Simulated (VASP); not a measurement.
# Ge (P6_3/mmc) in VASP: relaxation of cell and atoms with PBE

Aim: the relaxation of cell and atoms of Ge with PBE.

All numbers are computed with VASP 6.6.1; they aren't measurements. Logs are shortened: lines on timing, memory, paths and dates and some standing lists are left out, and cuts for length are marked.

### Step 1. The cell of the first run

Symmetry: P6_3/mmc, No. 194, hexagonal system. The conventional cell has a = 2.974 Å, b = 2.974 Å, c = 4.984 Å, α = 90.00°, β = 90.00°, γ = 120.00°. Ge (site symmetry -6m2) has 12 Ge at 2.97 to 3.03 Å within 3.9 Å.

The cell was generated, and may not be a known phase.

### Step 2. Relaxation of cell and atoms, PBE

The input, INCAR:

```
PREC = Accurate
ENCUT = 600
EDIFF = 1E-6
ISMEAR = 0
SIGMA = 0.1
LREAL = False
LASPH = True
NELM = 60
ALGO = Normal
ISIF = 3
LWAVE = False
LCHARG = False
GGA = PE
IBRION = 2
NSW = 100
EDIFFG = -0.01
```

The input, KPOINTS:

```
Automatic mesh
0
Gamma
  24 24 12
```

The input, POSCAR:

```
Ge
1.0
    2.9744723171      0.0000000000      0.0000000000
   -1.4872361585      2.5759685895      0.0000000000
    0.0000000000      0.0000000000      4.9837618102
Ge
2
Direct
    0.3333333333      0.6666666667      0.7500000000
    0.6666666667      0.3333333333      0.2500000000
```

Potentials or basis: VASP PAW PBE potentials, release 64 (Ge_d).

Run with:

```sh
> cat potpaw_PBE.64/Ge_d/POTCAR > POTCAR
> mpirun -np 1 vasp_std > vasp.out
```

OUTCAR:

```text
PREC = Accurate
   ENCUT = 600
   EDIFF = 1E-6
   ISMEAR = 0
   LREAL = False
   LASPH = True
   NELM = 60
   ISIF = 3
   GGA = PE
   IBRION = 2
   NSW = 100
   EDIFFG = -0.01

 ion  position               nearest neighbor table
   1  0.333  0.667  0.750-
   2  0.667  0.333  0.250-

  LATTYP: Found a hexagonal cell.
 ALAT       =     2.9744723171
 C/A-ratio  =     1.6755112433

  Lattice vectors:

 A1 = (   2.9744723171,   0.0000000000,   0.0000000000)
 A2 = (  -1.4872361585,   2.5759685895,   0.0000000000)
 A3 = (   0.0000000000,   0.0000000000,   4.9837618102)

Analysis of symmetry for initial positions (statically):
=====================================================================
 Subroutine PRICEL returns:
 Original cell was already a primitive cell.

 Routine SETGRP: Setting up the symmetry group for a
 hexagonal supercell.

 Subroutine GETGRP returns: Found 24 space group operations
 (whereof 12 operations were pure point group operations)
 out of a pool of 24 trial point group operations.

The static configuration has the point symmetry D_3d.
 The point group associated with its full space group is D_6h.

Analysis of symmetry for dynamics (positions and initial velocities):
=====================================================================
 Subroutine PRICEL returns:
 Original cell was already a primitive cell.

 Routine SETGRP: Setting up the symmetry group for a
 hexagonal supercell.

 Subroutine GETGRP returns: Found 24 space group operations
 (whereof 12 operations were pure point group operations)
 out of a pool of 24 trial point group operations.

The dynamic configuration has the point symmetry D_3d.
 The point group associated with its full space group is D_6h.

 Subroutine INISYM returns: Found 24 space group operations
 (whereof 12 operations are pure point group operations),
 and found     1 'primitive' translations

----------------------------------------------------------------------------------------

                                     Primitive cell

  volume of cell :      38.1863

  direct lattice vectors                    reciprocal lattice vectors
     2.974472317  0.000000000  0.000000000     0.336194085  0.194101746  0.000000000
    -1.487236159  2.575968589  0.000000000     0.000000000  0.388203491  0.000000000
     0.000000000  0.000000000  4.983761810     0.000000000  0.000000000  0.200651644

  length of vectors
     2.974472317  2.974472317  4.983761810     0.388203491  0.388203491  0.200651644

  position of ions in fractional coordinates (direct lattice)
     0.333333333  0.666666667  0.750000000
     0.666666667  0.333333333  0.250000000

  ion indices of the primitive-cell ions
   primitive index   ion index
                 1           1
                 2           2

----------------------------------------------------------------------------------------

 KPOINTS: Automatic mesh

Automatic generation of k-mesh.
 Grid dimensions read from file:
 generate k-points for:   24   24   12

 Generating k-lattice:

  Cartesian coordinates                     Fractional coordinates (reciprocal lattice)
     0.014008087  0.008087573  0.000000000     0.041666667  0.000000000  0.000000000
     0.000000000  0.016175145  0.000000000     0.000000000  0.041666667  0.000000000
     0.000000000  0.000000000  0.016720970     0.000000000  0.000000000  0.083333333

  Length of vectors
     0.016175145  0.016175145  0.016720970

  Shift w.r.t. Gamma in fractional coordinates (k-lattice)
     0.000000000  0.000000000  0.000000000

 Subroutine IBZKPT returns following result:
 ===========================================

 Found    427 irreducible k-points:

 Following reciprocal coordinates:
            Coordinates               Weight
  0.000000  0.000000  0.000000      1.000000
  0.041667 -0.000000  0.000000      6.000000
  0.083333  0.000000  0.000000      6.000000
  0.125000 -0.000000  0.000000      6.000000
  0.166667 -0.000000  0.000000      6.000000
  0.208333 -0.000000  0.000000      6.000000
[... 16 lines left out ...]
  0.416667  0.041667  0.000000     12.000000
  0.458333  0.041667  0.000000     12.000000
 [... further k-points ...]
   k-points           NKPTS =    427   k-points in BZ     NKDIM =    427   number of bands    NBANDS=     18
   number of dos      NEDOS =    301   number of ions     NIONS =      2
   total plane-waves  NPLWV =  23040
   dimension x,y,z NGX =    24 NGY =   24 NGZ =   40
   dimension x,y,z NGXF=    48 NGYF=   48 NGZF=   80
   ions per type =               2
   NGX,Y,Z   is equivalent  to a cutoff of  13.41, 13.41, 13.34 a.u.
   NGXF,Y,Z  is equivalent  to a cutoff of  26.83, 26.83, 26.69 a.u.
 SYSTEM =  unknown system
   PREC   = accura    normal or accurate (medium, high low for compatibility)
   ISTART =      0    job   : 0-new  1-cont  2-samecut
   ICHARG =      2    charge: 1-file 2-atom 10-const
   ISPIN  =      1    spin polarized calculation?
   LNONCOLLINEAR =      F non collinear calculations
   LSORBIT =      F    spin-orbit coupling
   LASPH  =      T    aspherical Exc in radial PAW
   ENCUT  =  600.0 eV  44.10 Ry    6.64 a.u.   5.94  5.94  9.95*2*pi/ulx,y,z
   NELM   =     60;   NELMIN=  2; NELMDL= -5     # of ELM steps
   EDIFF  = 0.1E-05   stopping-criterion for ELM
   LREAL  =      F    real-space projection
   EDIFFG = -.1E-01   stopping-criterion for IOM
   NSW    =    100    number of steps for IOM
   IBRION =      2    ionic relax: 0-MD 1-quasi-New 2-CG
   NFREE  =      1    steps in history (QN), initial steepest desc. (CG)
   ISIF   =      3    stress and relaxation
   ISYM   =      2    0-nonsym 1-usesym 2-fastsym
   POTIM  = 0.5000    time-step for ionic-motion
   TEBEG  =    0.0;   TEEND  =   0.0 temperature during run
   PSTRESS=    0.0 pullay stress
   NELECT =      28.0000    total number of electrons
   NUPDOWN=      -1.0000    fix difference up-down
   EMIN   =  10.00;   EMAX   =-10.00  energy-range for DOS
   EFERMI =   0.00;   METHOD = LEGACY
   ISMEAR =     0;   SIGMA  =   0.10  broadening in eV -4-tet -1-fermi 0-gaus
   EFERMI_NEDOS =   21; number of points for ismear=-14 and -15
   IALGO  =     38    algorithm
   IMIX   =      4    mixing-type and parameters
     AMIX     =   0.40;   BMIX     =  1.00
     AMIX_MAG =   1.60;   BMIX_MAG =  1.00
  volume/ion in A,a.u.               =      19.09       128.85
  Fermi-wavevector in a.u.,A,eV,Ry     =   1.476244  2.789697 29.651141  2.179297
  Thomas-Fermi vector in A             =   2.590795
   LORBIT       =      0    0 simple, 1 ext, 2 COOP (PROOUT), +10 PAW based schemes
   GGA     = PE    functional components
   LHFCALC =     F    Hartree Fock is set to
   AEXX    =    0.0000 exact exchange contribution
   IVDW    =     0    specifies the selected vdW correction
   LEPSILON=     F    determine dielectric tensor
   LRPA    =     F    only Hartree local field effects (RPA)
 conjugate gradient relaxation of ions
 non-spin polarized calculation
 Gauss-broadening in eV      SIGMA  =   0.10
  energy-cutoff  :      600.00
  volume of cell :       38.19
 maximum number of plane-waves:      1302
 NGX is ok and might be reduce to    24
   NGX = 11   NGY = 11   NGZ = 19

--------------------------------------- Ionic step        1  -------------------------------------------

 number of electron      28.0000002 magnetization

 Free energy of the ion-electron system (eV)
  ---------------------------------------------------
  ext. energy  EPLUGINS =         0.00000000
  ---------------------------------------------------
  free energy    TOTEN  =        -8.37956918 eV

  energy without entropy =       -8.37562190  energy(sigma->0) =       -8.37759554

------------------------ aborting loop because EDIFF is reached ----------------------------------------

  FORCE on cell =-STRESS in cart. coord.  units (eV):
  Direction    XX          YY          ZZ          XY          YZ          ZX
  --------------------------------------------------------------------------------------
  -------------------------------------------------------------------------------------
  Total        0.2636558      0.2636558      0.2220599      0.0000000      0.0000000     -0.0000000
  in kB       11.0621641     11.0621641      9.3169314      0.0000000      0.0000000     -0.0000000
  external PRESSURE =      10.4804198 kB  Pullay stress =       0.0000000 kB
[... 129 lines left out ...]
  energy  without entropy=       -8.3772329043  energy(sigma->0) =       -8.37920089

--------------------------------------- Ionic step        5  -------------------------------------------

 number of electron      28.0000010 magnetization

 Free energy of the ion-electron system (eV)
  ---------------------------------------------------
  ext. energy  EPLUGINS =         0.00000000
  ---------------------------------------------------
  free energy    TOTEN  =        -8.38118916 eV

  energy without entropy =       -8.37725566  energy(sigma->0) =       -8.37922241

 E-fermi :   6.5124     XC(G=0): -11.1658

 val. band max:        6.5087955309   @ k =   0.2917   0.2917   0.0833
 cond. band min:       6.5146311995   @ k =   0.1250   0.0833   0.4167
 fundamental gap:      0.0058356686
 Fermi energy:         6.5123680478

 k-point     1 :       0.0000    0.0000    0.0000
  band No.  band energies     occupation
      1     -18.2293      2.00000
      2     -18.2269      2.00000
      3     -18.2203      2.00000
      4     -18.2203      2.00000
      5     -18.2144      2.00000
      6     -18.2144      2.00000
[... 10 lines left out ...]
     17      15.2083      0.00000
     18      15.2083      0.00000
[... 466 lines left out ...]
      2     -18.2373      2.00000
      3     -18.2303      2.00000
      4     -18.2140      2.00000
      5     -18.1854      2.00000
      6     -18.1752      2.00000
[... 10 lines left out ...]
     17       8.9819      0.00000
     18      12.9253      0.00000

 [... further k-points ...]

------------------------ aborting loop because EDIFF is reached ----------------------------------------

  FORCE on cell =-STRESS in cart. coord.  units (eV):
  Direction    XX          YY          ZZ          XY          YZ          ZX
  --------------------------------------------------------------------------------------
  -------------------------------------------------------------------------------------
  Total       -0.0039539     -0.0039539      0.0013452     -0.0000000      0.0000000     -0.0000000
  in kB       -0.1634322     -0.1634322      0.0556010     -0.0000000      0.0000000     -0.0000000
  external PRESSURE =      -0.0904211 kB  Pullay stress =       0.0000000 kB
[... 17 lines left out ...]
  FREE ENERGIE OF THE ION-ELECTRON SYSTEM (eV)
  ---------------------------------------------------
  free  energy   TOTEN  =        -8.3811891635 eV

  energy  without entropy=       -8.3772556645  energy(sigma->0) =       -8.37922241

 reached required accuracy - stopping structural energy minimisation
```

Wall time 9.1 min (1 thread of Intel Xeon Platinum 8488C (Sapphire Rapids), shared host); peak memory 0.39 GiB.

Results:

```yaml
Free_energy: -8.3812 eV
Relaxed_volume: 19.38 Å³/atom
Relaxed_cell: a = 2.990 Å, b = 2.990 Å, c = 5.006 Å, α = 90.00°, β = 90.00°, γ = 120.00°
Space_group_after_relaxing_to_0.1_Å: P6_3/mmc (No. 194)
Energy_gained_by_relaxing: 0.8 meV/atom
Ionic_steps: 5
Pressure_after_relaxing: 0.0 GPa
Band_gap_on_the_k_mesh: zero (bands 14 and 15 overlap by 9.78 eV)
```

Step by step:
| step | energy change (eV) | largest force (eV/Å) | pressure (GPa) | volume (Å³) |
| --- | --- | --- | --- | --- |
| 1 | 0.0000 | 0.0000 | 1.05 | 38.19 |
| 2 | -0.0015 | 0.0000 | -0.13 | 38.88 |
| 3 | -0.0016 | 0.0000 | 0.11 | 38.74 |
| 4 | -0.0016 | 0.0000 | -0.18 | 38.80 |
| 5 | -0.0016 | 0.0000 | -0.01 | 38.76 |

Final structure:
```xyz
2
Lattice="2.9902 0.0000 0.0000 -1.4951 2.5895 0.0000 0.0000 0.0000 5.0059" Properties=species:S:1:pos:R:3 pbc="T T T"
Ge    0.0000    1.7264    3.7544
Ge    1.4951    0.8632    1.2515
```

Levels at points of the mesh, in eV from the Fermi level:
```csv
k point,band 10,band 11,band 12,band 13,band 14,band 15,band 16,band 17,band 18
"(0.00, 0.00, 0.00)",-24.65,-12.96,-8.13,-5.45,6.95,6.95,8.37,8.70,8.70
"(0.50, 0.00, 0.00)",-24.64,-8.10,-6.83,-2.84,-1.82,-0.84,1.36,2.85,6.71
"(0.00, 0.00, 0.50)",-24.67,-11.49,-11.49,0.78,0.78,7.87,7.87,7.87,7.87
"(0.50, 0.00, 0.50)",-24.64,-6.90,-6.90,-4.71,-4.71,4.25,4.25,4.28,4.28
```
